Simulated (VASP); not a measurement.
# LiF (P6_3/mmc) in VASP: settings compared, part 2 of 2

VASP 6.6.1. Earlier steps stand in the parts before.

## 3. Single point, r2SCAN

POSCAR reads:

```
LiF
1.0
    2.7757075659      0.0000000000      0.0000000000
   -1.3878537829      2.4038332655      0.0000000000
    0.0000000000      0.0000000000      4.7826938440
Li F
2 2
Direct
    0.0000000000      0.0000000000      0.0000000000
    0.0000000000      0.0000000000      0.5000000000
    0.3333333333      0.6666666667      0.2500000000
    0.6666666667      0.3333333333      0.7500000000
```

INCAR.step1 reads:

```
SYSTEM = LiF
ALGO = Normal ; EDIFF = 1E-4
ENCUT = 520 ; GGA = PE
ISMEAR = 0 ; LASPH = .True.
LCHARG = .False. ; LREAL = .False.
LWAVE = .True. ; NBANDS = 18
NELM = 60 ; PREC = Accurate
SIGMA = 0.01
```

INCAR.step2 reads:

```
SYSTEM = LiF
ALGO = Normal ; EDIFF = 1E-6
ENCUT = 520 ; ISIF = 2
ISMEAR = 0 ; ISTART = 1
LASPH = .True. ; LCHARG = .True.
LELF = .True. ; LMIXTAU = .True.
LREAL = .False. ; LVHAR = .True.
LWAVE = .False. ; METAGGA = R2SCAN
NBANDS = 18 ; NELM = 60
PREC = Accurate ; SIGMA = 0.01
```

KPOINTS reads:

```
k-points
0
Gamma
  9 9 4
  0 0 0
```

Potentials or basis: VASP PAW PBE potentials, release 64 (Li_sv, F).

The run is started by

```bash
$ cat potpaw_PBE.64/Li_sv/POTCAR potpaw_PBE.64/F/POTCAR > POTCAR
$ cp INCAR.step1 INCAR
$ mpirun -np 1 vasp_std > vasp.out
$ cp INCAR.step2 INCAR
$ mpirun -np 1 vasp_std > vasp.out
```

OUTCAR:

```text
SYSTEM = LiF
   EDIFF = 1E-6
   ENCUT = 520
   ISIF = 2
   ISMEAR = 0
   ISTART = 1
   LASPH = .True.
   LREAL = .False.
   METAGGA = R2SCAN
   NELM = 60
   PREC = Accurate

 ion  position               nearest neighbor table
   1  0.000  0.000  0.000-   3 2.00   4 2.00   3 2.00   4 2.00   4 2.00   3 2.00   2 2.39   2 2.39

   2  0.000  0.000  0.500-   3 2.00   4 2.00   3 2.00   4 2.00   4 2.00   3 2.00   1 2.39   1 2.39

   3  0.333  0.667  0.250-   1 2.00   2 2.00   1 2.00   2 2.00   1 2.00   2 2.00
[... 709 lines left out ...]
  Direction    XX          YY          ZZ          XY          YZ          ZX
  --------------------------------------------------------------------------------------
  -------------------------------------------------------------------------------------
  Total       -0.1395665     -0.1395665     -0.1094197     -0.0000000      0.0000000      0.0000000
  in kB       -7.0071448     -7.0071448     -5.4935778     -0.0000000      0.0000000      0.0000000
  external PRESSURE =      -6.5026225 kB  Pullay stress =       0.0000000 kB

 VOLUME and BASIS-vectors are now :
 -----------------------------------------------------------------------------
  energy-cutoff  :      520.00
  volume of cell :       31.91
      direct lattice vectors                 reciprocal lattice vectors
     2.775707566  0.000000000  0.000000000     0.360268500  0.208001115  0.000000000
    -1.387853783  2.403833265  0.000000000     0.000000000  0.416002230  0.000000000
     0.000000000  0.000000000  4.782693844     0.000000000  0.000000000  0.209087187

 POSITION                                       TOTAL-FORCE (eV/Angst)
 -----------------------------------------------------------------------------------
      0.00000      0.00000      0.00000         0.000000      0.000000      0.000000
      0.00000      0.00000      2.39135         0.000000      0.000000      0.000000
     -0.00000      1.60256      1.19567         0.000000      0.000000     -0.000000
      1.38785      0.80128      3.58702        -0.000000     -0.000000     -0.000000
 -----------------------------------------------------------------------------------
    total drift:                               -0.000000      0.000000     -0.000000

  FREE ENERGIE OF THE ION-ELECTRON SYSTEM (eV)
  ---------------------------------------------------
  free  energy   TOTEN  =       -23.6213516733 eV

  energy  without entropy=      -23.6213516733  energy(sigma->0) =      -23.62135167
```

OUTCAR.step1:

```text
SYSTEM = LiF
   EDIFF = 1E-4
   ENCUT = 520
   GGA = PE
   ISMEAR = 0
   LASPH = .True.
   LREAL = .False.
   NELM = 60
[... 736 lines left out ...]
      0.00000      0.00000      2.39135        -0.000000      0.000000      0.000000
     -0.00000      1.60256      1.19567         0.000000      0.000000      0.000000
      1.38785      0.80128      3.58702        -0.000000      0.000000     -0.000000
 -----------------------------------------------------------------------------------
    total drift:                               -0.000000      0.000000     -0.000000

  FREE ENERGIE OF THE ION-ELECTRON SYSTEM (eV)
  ---------------------------------------------------
  free  energy   TOTEN  =       -19.0837087257 eV

  energy  without entropy=      -19.0837087257  energy(sigma->0) =      -19.08370873
```

OSZICAR.step1:

```text
N       E                     dE             d eps       ncg     rms          rms(c)
DAV:   1     0.102116807368E+03    0.10212E+03   -0.10710E+04  1304   0.119E+03
DAV:   2    -0.133670965824E+02   -0.11548E+03   -0.11325E+03  1596   0.283E+02
DAV:   3    -0.200320600981E+02   -0.66650E+01   -0.66114E+01  2292   0.536E+01
DAV:   4    -0.201004827147E+02   -0.68423E-01   -0.68376E-01  1558   0.616E+00
DAV:   5    -0.201012386678E+02   -0.75595E-03   -0.75584E-03  1574   0.510E-01    0.641E+00
DAV:   6    -0.190571959737E+02    0.10440E+01   -0.26837E+00  1356   0.130E+01    0.192E+00
DAV:   7    -0.190695379615E+02   -0.12342E-01   -0.68778E-02  1710   0.201E+00    0.126E+00
DAV:   8    -0.190838837702E+02   -0.14346E-01   -0.32927E-02  1732   0.183E+00    0.231E-01
DAV:   9    -0.190834630120E+02    0.42076E-03   -0.31541E-03  1498   0.515E-01    0.736E-02
DAV:  10    -0.190837398045E+02   -0.27679E-03   -0.59122E-04  1420   0.194E-01    0.619E-02
DAV:  11    -0.190837087257E+02    0.31079E-04   -0.82092E-05   838   0.839E-02
   1 F= -.19083709E+02 E0= -.19083709E+02  d E =-.372650-150
```

It took 3.2 min on 1 thread of AMD EPYC 7R13, shared host; peak memory 0.13 GiB.

What came out:

- Free energy: -23.6214 eV
- Band gap on the k mesh: 10.40 eV

Levels at points of the mesh, in eV from the valence-band top:
| k point | band 7 | band 8 | band 9 | band 10 | band 11 | band 12 | band 13 | band 14 |
| --- | --- | --- | --- | --- | --- | --- | --- | --- |
| (0.00, 0.00, 0.00) | -0.19 | -0.19 | 0.00 | 0.00 | 10.40 | 11.95 | 17.94 | 21.75 |
| (0.00, 0.00, 0.50) | -0.09 | -0.09 | -0.09 | -0.09 | 11.66 | 11.66 | 18.60 | 18.60 |

Caveat: the cutoff is under 1.25 times the usual one of these potentials, so pressure, stress and relaxed cells hold a basis-set (Pulay) error; the PAW data sets were made with another functional, which shifts forces and pressure a little. A k mesh can miss the band edges.

## 4. Single point, r2SCAN

POSCAR is that of step 3.

INCAR.step1 reads:

```
PREC = Accurate
ENCUT = 520
ISMEAR = 0
SIGMA = 0.01
LREAL = False
LASPH = True
NELM = 80
NBANDS = 18
GGA = PE
ALGO = Normal
EDIFF = 1E-4
LWAVE = True
LCHARG = False
```

INCAR.step2 reads:

```
PREC = Accurate
ENCUT = 520
EDIFF = 1E-6
ISMEAR = 0
SIGMA = 0.01
LREAL = False
LASPH = True
NELM = 80
ALGO = Normal
ISIF = 2
LWAVE = False
LCHARG = True
METAGGA = R2SCAN
LMIXTAU = True
LELF = True
LVHAR = True
NBANDS = 18
ISTART = 1
```

KPOINTS reads:

```
Automatic mesh
0
Gamma
  9 9 4
```

The run is started by

```bash
$ cat potpaw_PBE.64/Li_sv/POTCAR potpaw_PBE.64/F/POTCAR > POTCAR
$ cp INCAR.step1 INCAR
$ mpirun -np 1 vasp_std > vasp.out
$ cp INCAR.step2 INCAR
$ mpirun -np 1 vasp_std > vasp.out
```

Wall time 3.4 min (1 thread of AMD EPYC 7R13, shared host); peak memory 0.13 GiB.

It converged, with:

```
Free energy            : -23.6214 eV
Band gap on the k mesh : 10.40 eV
```

Levels at points of the mesh, in eV from the valence-band top:
| k point | band 6 | band 7 | band 8 | band 9 | band 10 | band 11 | band 12 | band 13 | band 14 | band 15 |
| --- | --- | --- | --- | --- | --- | --- | --- | --- | --- | --- |
| (0.00, 0.00, 0.00) | -0.31 | -0.19 | -0.19 | 0.00 | 0.00 | 10.40 | 11.95 | 17.94 | 21.75 | 21.76 |
| (0.00, 0.00, 0.50) | -1.60 | -0.09 | -0.09 | -0.09 | -0.09 | 11.66 | 11.66 | 18.60 | 18.60 | 22.60 |

Caveat: the cutoff is under 1.25 times the usual one of these potentials, so pressure, stress and relaxed cells hold a basis-set (Pulay) error; the PAW data sets were made with another functional, which shifts forces and pressure a little.
